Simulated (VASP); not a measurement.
# SrMg3O4 (P4mm) in VASP: a series of runs, part 2 of 2

VASP 6.6.1. The steps go on from the part before.

### 3 Relaxation of cell and atoms, PBEsol

This run uses another cell than the first one, of 11.78 Å³/atom.

Input file INCAR:

```
SYSTEM = SrMg3O4
PREC     = Accurate       ! precision mode
ENCUT    = 600            ! plane-wave cutoff, eV
EDIFF    = 1E-6           ! SCF threshold, eV
ISMEAR   = 0              ! smearing method
SIGMA    = 0.05           ! smearing width, eV
LREAL    = .False.        ! projectors in reciprocal space
LASPH    = .True.         ! aspherical terms in the spheres
NELM     = 100            ! most SCF steps
ALGO     = Normal         ! electronic algorithm
ISIF     = 3              ! what is computed and relaxed
LWAVE    = .False.        ! write WAVECAR
LCHARG   = .False.        ! write CHGCAR
GGA      = PS             ! functional
IBRION   = 2              ! ionic algorithm
NSW      = 100            ! ionic steps
EDIFFG   = -0.008         ! ionic threshold
```

Input file KPOINTS:

```
regular mesh
0
Gamma
  8 8 4
  0 0 0
```

Input file POSCAR:

```
SrMg3O4
1.0
    3.2586270012      0.0000000000      0.0000000000
    0.0000000000      3.2586270012      0.0000000000
    0.0000000000      0.0000000000      8.8752272716
Sr Mg O
1 3 4
Direct
    0.0000000000      0.0000000000     -0.0000498544
    0.5000000000      0.5000000000      0.7240575568
    0.0000000000      0.0000000000      0.4974558204
    0.5000000000      0.5000000000      0.2676644528
    0.0000000000      0.0000000000      0.2746431168
    0.5000000000      0.5000000000      0.0169009756
    0.0000000000      0.0000000000      0.7254993964
    0.5000000000      0.5000000000      0.4996701235
```

Potentials or basis: VASP PAW PBE potentials, release 64 (Sr_sv, Mg, O).

Command:

```sh
$ cat potpaw_PBE.64/Sr_sv/POTCAR potpaw_PBE.64/Mg/POTCAR potpaw_PBE.64/O/POTCAR > POTCAR
$ mpirun -np 1 vasp_std > vasp.out
```

OUTCAR:

```text
SYSTEM = SrMg3O4
   PREC = Accurate
   ENCUT = 600
   EDIFF = 1E-6
   ISMEAR = 0
   LREAL = .False.
   LASPH = .True.
   NELM = 100
   ISIF = 3
   GGA = PS
   IBRION = 2
   NSW = 100
   EDIFFG = -0.008

 ion  position               nearest neighbor table
   1  0.000  0.000  1.000-   6 2.31   6 2.31   6 2.31   6 2.31   7 2.44   5 2.44   4 3.31   4 3.31
                             4 3.31   4 3.31   2 3.36   2 3.36   2 3.36   2 3.36
   2  0.500  0.500  0.724-   8 1.99   7 2.30   7 2.30   7 2.30   7 2.30   6 2.60   3 3.06   3 3.06
                             3 3.06   3 3.06   1 3.36   1 3.36   1 3.36   1 3.36
   3  0.000  0.000  0.497-   5 1.98   7 2.02   8 2.30   8 2.30   8 2.30   8 2.30   2 3.06   2 3.06
                             2 3.06   2 3.06   4 3.08   4 3.08   4 3.08   4 3.08
   4  0.500  0.500  0.268-   8 2.06   6 2.23   5 2.31   5 2.31   5 2.31   5 2.31   3 3.08   3 3.08
                             3 3.08   3 3.08   1 3.31   1 3.31   1 3.31   1 3.31
   5  0.000  0.000  0.275-   3 1.98   4 2.31   4 2.31   4 2.31   4 2.31   1 2.44
   6  0.500  0.500  0.017-   4 2.23   1 2.31   1 2.31   1 2.31   1 2.31   2 2.60
   7  0.000  0.000  0.725-   3 2.02   2 2.30   2 2.30   2 2.30   2 2.30   1 2.44
   8  0.500  0.500  0.500-   2 1.99   4 2.06   3 2.30   3 2.30   3 2.30   3 2.30

  LATTYP: Found a simple tetragonal cell.
 ALAT       =     3.2586270012
 C/A-ratio  =     2.7236094430

  Lattice vectors:

 A1 = (   3.2586270012,   0.0000000000,   0.0000000000)
 A2 = (   0.0000000000,   3.2586270012,   0.0000000000)
 A3 = (   0.0000000000,   0.0000000000,   8.8752272716)

Analysis of symmetry for initial positions (statically):
=====================================================================
 Subroutine PRICEL returns:
 Original cell was already a primitive cell.

 Routine SETGRP: Setting up the symmetry group for a
 simple tetragonal supercell.

 Subroutine GETGRP returns: Found  8 space group operations
 (whereof  8 operations were pure point group operations)
 out of a pool of 16 trial point group operations.

The static configuration has the point symmetry C_4v.

Analysis of symmetry for dynamics (positions and initial velocities):
=====================================================================
 Subroutine PRICEL returns:
 Original cell was already a primitive cell.

 Routine SETGRP: Setting up the symmetry group for a
 simple tetragonal supercell.

 Subroutine GETGRP returns: Found  8 space group operations
 (whereof  8 operations were pure point group operations)
 out of a pool of 16 trial point group operations.

The dynamic configuration has the point symmetry C_4v.

 Subroutine INISYM returns: Found  8 space group operations
 (whereof  8 operations are pure point group operations),
 and found     1 'primitive' translations

----------------------------------------------------------------------------------------

                                     Primitive cell

  volume of cell :      94.2429

  direct lattice vectors                    reciprocal lattice vectors
     3.258627001  0.000000000  0.000000000     0.306877712  0.000000000  0.000000000
     0.000000000  3.258627001  0.000000000     0.000000000  0.306877712  0.000000000
     0.000000000  0.000000000  8.875227272     0.000000000  0.000000000  0.112673171

  length of vectors
     3.258627001  3.258627001  8.875227272     0.306877712  0.306877712  0.112673171

  position of ions in fractional coordinates (direct lattice)
     0.000000000  0.000000000  0.999950146
     0.500000000  0.500000000  0.724057557
     0.000000000  0.000000000  0.497455820
[... 88 lines left out ...]
   EDIFF  = 0.1E-05   stopping-criterion for ELM
   LREAL  =      F    real-space projection
   EDIFFG = -.8E-02   stopping-criterion for IOM
   NSW    =    100    number of steps for IOM
   IBRION =      2    ionic relax: 0-MD 1-quasi-New 2-CG
   NFREE  =      1    steps in history (QN), initial steepest desc. (CG)
   ISIF   =      3    stress and relaxation
   ISYM   =      2    0-nonsym 1-usesym 2-fastsym
   POTIM  = 0.5000    time-step for ionic-motion
   TEBEG  =    0.0;   TEEND  =   0.0 temperature during run
   PSTRESS=    0.0 pullay stress
   NELECT =      40.0000    total number of electrons
   NUPDOWN=      -1.0000    fix difference up-down
   EMIN   =  10.00;   EMAX   =-10.00  energy-range for DOS
   EFERMI =   0.00;   METHOD = LEGACY
   ISMEAR =     0;   SIGMA  =   0.05  broadening in eV -4-tet -1-fermi 0-gaus
   EFERMI_NEDOS =   21; number of points for ismear=-14 and -15
   IALGO  =     38    algorithm
   IMIX   =      4    mixing-type and parameters
     AMIX     =   0.40;   BMIX     =  1.00
     AMIX_MAG =   1.60;   BMIX_MAG =  1.00
  volume/ion in A,a.u.               =      11.78        79.50
  Fermi-wavevector in a.u.,A,eV,Ry     =   1.230302  2.324935 20.594379  1.513644
  Thomas-Fermi vector in A             =   2.365156
   LORBIT       =      0    0 simple, 1 ext, 2 COOP (PROOUT), +10 PAW based schemes
   GGA     = PS    functional components
   LHFCALC =     F    Hartree Fock is set to
   AEXX    =    0.0000 exact exchange contribution
   IVDW    =     0    specifies the selected vdW correction
   LEPSILON=     F    determine dielectric tensor
   LRPA    =     F    only Hartree local field effects (RPA)
 conjugate gradient relaxation of ions
 non-spin polarized calculation
 Gauss-broadening in eV      SIGMA  =   0.05
  energy-cutoff  :      600.00
  volume of cell :       94.24
 maximum number of plane-waves:      3183
 NGX is ok and might be reduce to    28
   NGX = 13   NGY = 13   NGZ = 35

--------------------------------------- Ionic step        1  -------------------------------------------

 number of electron      40.0000010 magnetization

 Free energy of the ion-electron system (eV)
  ---------------------------------------------------
  ext. energy  EPLUGINS =         0.00000000
  ---------------------------------------------------
  free energy    TOTEN  =       -48.15558849 eV

  energy without entropy =      -48.15558849  energy(sigma->0) =      -48.15558849

------------------------ aborting loop because EDIFF is reached ----------------------------------------

  FORCE on cell =-STRESS in cart. coord.  units (eV):
  Direction    XX          YY          ZZ          XY          YZ          ZX
  --------------------------------------------------------------------------------------
  -------------------------------------------------------------------------------------
  Total       -0.2035458     -0.2035458      0.4523233      0.0000000     -0.0000000      0.0000000
  in kB       -3.4603810     -3.4603810      7.6897239      0.0000000     -0.0000000      0.0000000
  external PRESSURE =       0.2563206 kB  Pullay stress =       0.0000000 kB
[... 107 lines left out ...]
  FREE ENERGIE OF THE ION-ELECTRON SYSTEM (eV)
  ---------------------------------------------------
  free  energy   TOTEN  =       -48.1691460987 eV

  energy  without entropy=      -48.1691460986  energy(sigma->0) =      -48.16914610

[... ionic steps 4 to 23 ...]

--------------------------------------- Ionic step       24  -------------------------------------------

 number of electron      39.9999989 magnetization

------------------------ aborting loop because EDIFF is reached ----------------------------------------
[... 79 lines left out ...]
--------------------------------------- Ionic step       26  -------------------------------------------

 number of electron      39.9999989 magnetization

 Free energy of the ion-electron system (eV)
  ---------------------------------------------------
  ext. energy  EPLUGINS =         0.00000000
  ---------------------------------------------------
  free energy    TOTEN  =       -48.26989397 eV

  energy without entropy =      -48.26989397  energy(sigma->0) =      -48.26989397

 E-fermi :   3.1580     XC(G=0): -10.6752

 val. band max:        2.8357936312   @ k =   0.0000   0.0000   0.5000
 cond. band min:       4.6068076965   @ k =   0.0000   0.0000   0.0000
 fundamental gap:      1.7710140653
 Fermi energy:         3.1580241713

 k-point     1 :       0.0000    0.0000    0.0000
  band No.  band energies     occupation
      1     -29.1882      2.00000
      2     -14.7916      2.00000
      3     -14.1701      2.00000
      4     -13.4590      2.00000
      5     -12.7587      2.00000
      6     -10.8160      2.00000
[... 661 lines left out ...]
     24      10.1248      0.00000
     25      11.0865      0.00000

 [... further k-points ...]

------------------------ aborting loop because EDIFF is reached ----------------------------------------

  FORCE on cell =-STRESS in cart. coord.  units (eV):
  Direction    XX          YY          ZZ          XY          YZ          ZX
  --------------------------------------------------------------------------------------
  -------------------------------------------------------------------------------------
  Total        0.0038875      0.0038875     -0.0046856      0.0000000      0.0000000     -0.0000000
  in kB        0.0659055      0.0659055     -0.0794360      0.0000000      0.0000000     -0.0000000
  external PRESSURE =       0.0174583 kB  Pullay stress =       0.0000000 kB
[... 23 lines left out ...]
  FREE ENERGIE OF THE ION-ELECTRON SYSTEM (eV)
  ---------------------------------------------------
  free  energy   TOTEN  =       -48.2698939690 eV

  energy  without entropy=      -48.2698939690  energy(sigma->0) =      -48.26989397

 reached required accuracy - stopping structural energy minimisation
```

Run time: 24 min. Hardware: 1 thread of Intel Xeon Platinum 8488C (Sapphire Rapids), shared host; peak memory 0.32 GiB.

What came out:

* Free energy: -48.2699 eV
* Relaxed volume: 11.81 Å³/atom
* Relaxed cell: a = 3.157 Å, b = 3.157 Å, c = 9.481 Å, α = 90.00°, β = 90.00°, γ = 90.00°
* Space group after relaxing (to 0.1 Å): P4mm (No. 99)
* Energy gained by relaxing: 14.3 meV/atom
* Ionic steps: 26
* Pressure after relaxing: 0.0 GPa
* Largest force after relaxing: 0.007 eV/Å
* Band gap on the k mesh: 1.77 eV (least direct gap 1.78 eV)

Forces in eV/Å, atoms in the order of the input:
```
Sr   0.000  0.000  0.005
Mg   0.000  0.000  0.003
Mg   0.000  0.000  0.006
Mg   0.000  0.000  0.000
O    0.000  0.000 -0.004
O    0.000  0.000 -0.001
O    0.000  0.000 -0.003
O    0.000  0.000 -0.007
```

The path:
| step | energy change (eV) | largest force (eV/Å) | pressure (GPa) | volume (Å³) |
| --- | --- | --- | --- | --- |
| 1 | 0.0000 | 0.1730 | 0.03 | 94.24 |
| 2 | -0.0041 | 0.2079 | -0.02 | 94.27 |
| 3 | -0.0136 | 0.3158 | -0.09 | 94.34 |
| 4 | -0.0222 | 0.5404 | -0.09 | 94.45 |
| 5 | -0.0239 | 0.5453 | -0.10 | 94.46 |
| 6 | -0.0292 | 0.5614 | -0.10 | 94.47 |
| 7 | -0.0402 | 0.5799 | -0.10 | 94.49 |
| 8 | -0.0632 | 0.5688 | -0.11 | 94.54 |
| 9 | -0.1004 | 0.3201 | -0.09 | 94.61 |
| 10 | -0.0122 | 1.2949 | 0.45 | 94.66 |
| 11 | -0.1057 | 0.2734 | -0.05 | 94.62 |
| 12 | -0.1062 | 0.3064 | -0.04 | 94.63 |
| 13 | -0.1104 | 0.1468 | -0.08 | 94.62 |
| 14 | -0.1108 | 0.1214 | -0.09 | 94.61 |
| 15 | -0.1128 | 0.0812 | 0.02 | 94.55 |
| 16 | -0.1134 | 0.0610 | 0.16 | 94.47 |
| 17 | -0.1135 | 0.0641 | 0.13 | 94.49 |
| 18 | -0.1139 | 0.0430 | -0.01 | 94.58 |
| 19 | -0.1141 | 0.0253 | -0.15 | 94.67 |
| 20 | -0.1142 | 0.0178 | -0.01 | 94.56 |
| 21 | -0.1142 | 0.0187 | 0.00 | 94.55 |
| 22 | -0.1142 | 0.0153 | 0.01 | 94.53 |
| 23 | -0.1142 | 0.0216 | 0.02 | 94.51 |
| 24 | -0.1143 | 0.0120 | 0.01 | 94.51 |
| 25 | -0.1143 | 0.0114 | -0.02 | 94.53 |
| 26 | -0.1143 | 0.0066 | 0.00 | 94.51 |

Final structure:
```
CELL_PARAMETERS angstrom
3.15714 0.00000 0.00000
0.00000 3.15714 0.00000
0.00000 0.00000 9.48139
ATOMIC_POSITIONS crystal
Sr 0.00000 0.00000 0.99844
Mg 0.50000 0.50000 0.70175
Mg 0.00000 0.00000 0.48629
Mg 0.50000 0.50000 0.26737
O 0.00000 0.00000 0.27943
O 0.50000 0.50000 0.05479
O 0.00000 0.00000 0.72120
O 0.50000 0.50000 0.49657
```

Caveat: the PAW data sets were made with another functional, which shifts forces and pressure a little. A k mesh can miss the band edges.
